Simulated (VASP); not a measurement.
# Ge (I4_1/amd) in VASP: a series of runs

Ge is run at these levels: PBEsol; tasks: single point.

Program: VASP 6.6.1. These are calculated values, not measurements. Logs are shortened: lines on timing, memory, paths and dates and some standing lists are left out, and cuts for length are marked.

### 1 The cell of the first run

It takes space group I4_1/amd (No. 141, tetragonal). The conventional cell has a = 3.800 Å, b = 3.800 Å, c = 5.799 Å, α = 90.00°, β = 90.00°, γ = 90.00°. Within 3.2 Å of Ge (site symmetry -4m2) lie 4 Ge at 2.39 Å.

### 2 Single point, PBEsol (strain -0.050 along x and y, +0.025 along z)

File INCAR:

```
SYSTEM = Ge
  PREC = Accurate
  ENCUT = 520
  EDIFF = 1E-6
  ISMEAR = 0
  SIGMA = 0.15
  LREAL = .False.
  LASPH = .True.
  NELM = 100
  ALGO = Normal
  ISIF = 2
  LWAVE = .False.
  LCHARG = .False.
  GGA = PS
  NBANDS = 21
```

File KPOINTS:

```
regular mesh
0
Gamma
  14 14 14
  0 0 0
```

File POSCAR:

```
Ge
1.0
    0.0000000000      2.6873315000      2.8994892500
    2.6873315000      0.0000000000      2.8994892500
    2.6873315000      2.6873315000      0.0000000000
Ge
2
Direct
    0.5000000000      0.5000000000      0.5000000000
    0.7500000000      0.7500000000      0.7500000000
```

Potentials or basis: VASP PAW PBE potentials, release 64 (Ge_d).

Started as:

```console
$ cat potpaw_PBE.64/Ge_d/POTCAR > POTCAR
$ mpirun -np 1 vasp_std > vasp.out
```

OUTCAR:

```text
SYSTEM = Ge
   PREC = Accurate
   ENCUT = 520
   EDIFF = 1E-6
   ISMEAR = 0
   LREAL = .False.
   LASPH = .True.
   NELM = 100
   ISIF = 2
   GGA = PS

 ion  position               nearest neighbor table
   1  0.500  0.500  0.500-   2 2.39   2 2.39   2 2.39   2 2.39
   2  0.750  0.750  0.750-   1 2.39   1 2.39   1 2.39   1 2.39

  LATTYP: Found a body centered tetragonal cell.
 ALAT       =     3.8004606539
 C/A-ratio  =     1.5258620015

  Lattice vectors:

 A1 = (  -2.6873315000,   0.0000000000,   2.8994892500)
 A2 = (   2.6873315000,   0.0000000000,   2.8994892500)
 A3 = (   0.0000000000,   2.6873315000,  -2.8994892500)

Analysis of symmetry for initial positions (statically):
=====================================================================
 Subroutine PRICEL returns:
 Original cell was already a primitive cell.

 Routine SETGRP: Setting up the symmetry group for a
 body centered tetragonal supercell.

 Subroutine GETGRP returns: Found 16 space group operations
 (whereof  8 operations were pure point group operations)
 out of a pool of 16 trial point group operations.

The static configuration has the point symmetry D_2d.
 The point group associated with its full space group is D_4h.

Analysis of symmetry for dynamics (positions and initial velocities):
=====================================================================
 Subroutine PRICEL returns:
 Original cell was already a primitive cell.

 Routine SETGRP: Setting up the symmetry group for a
 body centered tetragonal supercell.

 Subroutine GETGRP returns: Found 16 space group operations
 (whereof  8 operations were pure point group operations)
 out of a pool of 16 trial point group operations.

The dynamic configuration has the point symmetry D_2d.
 The point group associated with its full space group is D_4h.

 Subroutine INISYM returns: Found 16 space group operations
 (whereof  8 operations are pure point group operations),
 and found     1 'primitive' translations

----------------------------------------------------------------------------------------

                                     Primitive cell

  volume of cell :      41.8788

  direct lattice vectors                    reciprocal lattice vectors
     0.000000000  2.687331500  2.899489250    -0.186058177  0.186058177  0.172444164
     2.687331500  0.000000000  2.899489250     0.186058177 -0.186058177  0.172444164
     2.687331500  2.687331500  0.000000000     0.186058177  0.186058177 -0.172444164

  length of vectors
     3.953326258  3.953326258  3.800460654     0.314598602  0.314598602  0.314598602

  position of ions in fractional coordinates (direct lattice)
[... 75 lines left out ...]
   LSORBIT =      F    spin-orbit coupling
   LASPH  =      T    aspherical Exc in radial PAW
   ENCUT  =  520.0 eV  38.22 Ry    6.18 a.u.   7.35  7.35  7.07*2*pi/ulx,y,z
   NELM   =    100;   NELMIN=  2; NELMDL= -5     # of ELM steps
   EDIFF  = 0.1E-05   stopping-criterion for ELM
   LREAL  =      F    real-space projection
   EDIFFG = 0.1E-04   stopping-criterion for IOM
   NSW    =      0    number of steps for IOM
   IBRION =     -1    ionic relax: 0-MD 1-quasi-New 2-CG
   NFREE  =      0    steps in history (QN), initial steepest desc. (CG)
   ISIF   =      2    stress and relaxation
   ISYM   =      2    0-nonsym 1-usesym 2-fastsym
   POTIM  = 0.5000    time-step for ionic-motion
   TEBEG  =    0.0;   TEEND  =   0.0 temperature during run
   PSTRESS=    0.0 pullay stress
   NELECT =      28.0000    total number of electrons
   NUPDOWN=      -1.0000    fix difference up-down
   EMIN   =  10.00;   EMAX   =-10.00  energy-range for DOS
   EFERMI =   0.00;   METHOD = LEGACY
   ISMEAR =     0;   SIGMA  =   0.15  broadening in eV -4-tet -1-fermi 0-gaus
   EFERMI_NEDOS =   21; number of points for ismear=-14 and -15
   IALGO  =     38    algorithm
   IMIX   =      4    mixing-type and parameters
     AMIX     =   0.40;   BMIX     =  1.00
     AMIX_MAG =   1.60;   BMIX_MAG =  1.00
  volume/ion in A,a.u.               =      20.94       141.31
  Fermi-wavevector in a.u.,A,eV,Ry     =   1.431516  2.705173 27.881573  2.049238
  Thomas-Fermi vector in A             =   2.551244
   LORBIT       =      0    0 simple, 1 ext, 2 COOP (PROOUT), +10 PAW based schemes
   GGA     = PS    functional components
   LHFCALC =     F    Hartree Fock is set to
   AEXX    =    0.0000 exact exchange contribution
   IVDW    =     0    specifies the selected vdW correction
   LEPSILON=     F    determine dielectric tensor
   LRPA    =     F    only Hartree local field effects (RPA)
 non-spin polarized calculation
 Gauss-broadening in eV      SIGMA  =   0.15
  energy-cutoff  :      520.00
  volume of cell :       41.88
 maximum number of plane-waves:      1143
 NGX is ok and might be reduce to    30
   NGX = 15   NGY = 15   NGZ = 15

 number of electron      28.0000004 magnetization

 Free energy of the ion-electron system (eV)
  ---------------------------------------------------
  ext. energy  EPLUGINS =         0.00000000
  ---------------------------------------------------
  free energy    TOTEN  =        -9.75446018 eV

  energy without entropy =       -9.75344543  energy(sigma->0) =       -9.75395281

 E-fermi :   5.8013     XC(G=0): -10.5114

 val. band max:        5.7963578675   @ k =   0.4286   0.0000   0.4286
 cond. band min:       5.8329434022   @ k =   0.3571   0.0000   0.3571
 fundamental gap:      0.0365855346
 Fermi energy:         5.8013417152

 k-point     1 :       0.0000    0.0000    0.0000
  band No.  band energies     occupation
      1     -19.2434      2.00000
      2     -19.2434      2.00000
      3     -19.2200      2.00000
      4     -19.1986      2.00000
      5     -19.1866      2.00000
      6     -18.9614      2.00000
[... 565 lines left out ...]
     20      15.1385      0.00000
     21      15.9242      0.00000

 [... further k-points ...]
[... 5 lines left out ...]
  --------------------------------------------------------------------------------------
  -------------------------------------------------------------------------------------
  Total        2.4015755      2.4015755      0.7129687      0.0000000     -0.0000000      0.0000000
  in kB       91.8782782     91.8782782     27.2763993      0.0000000     -0.0000000      0.0000000
  external PRESSURE =      70.3443186 kB  Pullay stress =       0.0000000 kB

 VOLUME and BASIS-vectors are now :
 -----------------------------------------------------------------------------
  energy-cutoff  :      520.00
  volume of cell :       41.88
      direct lattice vectors                 reciprocal lattice vectors
     0.000000000  2.687331500  2.899489250    -0.186058177  0.186058177  0.172444164
     2.687331500  0.000000000  2.899489250     0.186058177 -0.186058177  0.172444164
     2.687331500  2.687331500  0.000000000     0.186058177  0.186058177 -0.172444164

 POSITION                                       TOTAL-FORCE (eV/Angst)
 -----------------------------------------------------------------------------------
      2.68733      2.68733      2.89949         0.000000     -0.000000     -0.000000
      4.03100      4.03100      4.34923        -0.000000      0.000000      0.000000
 -----------------------------------------------------------------------------------
    total drift:                                0.000000     -0.000000     -0.000000

  FREE ENERGIE OF THE ION-ELECTRON SYSTEM (eV)
  ---------------------------------------------------
  free  energy   TOTEN  =        -9.7544601845 eV

  energy  without entropy=       -9.7534454315  energy(sigma->0) =       -9.75395281
```

stdout:

```text
POSCAR found type information on POSCAR Ge
 POSCAR found :  1 types and       2 ions
 scaLAPACK will be used
 -----------------------------------------------------------------------------
|                                                                             |
|                                                                             |
|     You enforced a specific xc type in the INCAR file but a different       |
|     I HOPE YOU KNOW WHAT YOU ARE DOING!                                     |
|                                                                             |
 -----------------------------------------------------------------------------

 LDA part: xc-table for (Slater+PW92), standard interpolation
 POSCAR, INCAR and KPOINTS ok, starting setup
 FFT: planning ... GRIDC
 FFT: planning ... GRID_SOFT
 FFT: planning ... GRID
 WAVECAR not read
 entering main loop
```

Wall time 3.5 min (1 thread of Intel Xeon Platinum 8259CL at 2.50GHz (Skylake/Cascade Lake), shared host); peak memory 0.29 GiB.

What came out:

| Item | Value |
| --- | --- |
| Free energy | -9.7545 eV |
| Pressure | 7.0 GPa |
| Band gap on the k mesh | zero (band 14 reaches 5.88 eV, above the bottom of band 15 at 5.80 eV) |

Stress tensor (GPa, compression positive):
```
9.19 0.00 0.00
0.00 9.19 0.00
0.00 0.00 2.73
```

Caveat: the cell differs from its parent crystal (strain -0.050 along x and y, +0.025 along z); the PAW data sets were made with another functional, which shifts forces and pressure a little.

### 3 Single point, PBEsol (strain -0.050 along x and y, +0.050 along z)

File INCAR:

```
SYSTEM = Ge
PREC = Accurate ; ENCUT = 520
EDIFF = 1E-7 ; ISMEAR = 0
SIGMA = 0.15 ; LREAL = .FALSE.
LASPH = .TRUE. ; NELM = 100
ALGO = Normal ; ISIF = 2
LWAVE = .FALSE. ; LCHARG = .FALSE.
GGA = PS ; NBANDS = 21
```

File KPOINTS:

```
regular mesh
0
G
  14 14 14
  0 0 0
```

File POSCAR:

```
Ge
1.0
    0.0000000000      2.6873315000      2.9702085000
    2.6873315000      0.0000000000      2.9702085000
    2.6873315000      2.6873315000      0.0000000000
Ge
2
Direct
    0.5000000000      0.5000000000      0.5000000000
    0.7500000000      0.7500000000      0.7500000000
```

Potentials or basis: VASP PAW PBE potentials, release 64 (Ge_d).

Started as:

```console
$ cat potpaw_PBE.64/Ge_d/POTCAR > POTCAR
$ mpirun -np 1 vasp_std > vasp.out
```

Wall time 3.1 min (1 thread of Intel Xeon Platinum 8259CL at 2.50GHz (Skylake/Cascade Lake), shared host); peak memory 0.29 GiB.

It converged, with:

- Free energy: -9.7606 eV
- Pressure: 4.8 GPa
- Band gap on the k mesh: zero (band 14 reaches 5.71 eV, above the bottom of band 15 at 5.48 eV)

Stress tensor (GPa, compression positive):
```
 7.64  0.00  0.00
 0.00  7.64  0.00
 0.00  0.00 -0.91
```

Levels at points of the mesh, in eV from the Fermi level:
| k point | band 11 | band 12 | band 13 | band 14 | band 15 | band 16 | band 17 | band 18 |
| --- | --- | --- | --- | --- | --- | --- | --- | --- |
| (0.00, 0.00, 0.00) | -13.34 | -0.73 | 0.17 | 0.17 | 0.25 | 2.32 | 2.32 | 2.79 |
| (0.50, 0.00, 0.00) | -11.09 | -8.01 | -2.11 | -1.10 | -0.05 | 3.53 | 3.97 | 6.97 |
| (0.50, 0.50, 0.00) | -9.59 | -9.59 | -2.88 | -2.88 | 1.06 | 1.06 | 9.71 | 9.71 |
| (0.50, 0.00, 0.50) | -9.04 | -9.04 | -3.62 | -3.62 | 0.20 | 0.20 | 9.21 | 9.21 |

Caveat: the cell differs from its parent crystal (strain -0.050 along x and y, +0.050 along z); the PAW data sets were made with another functional, which shifts forces and pressure a little.

(Part 1 of 2 ends here.)
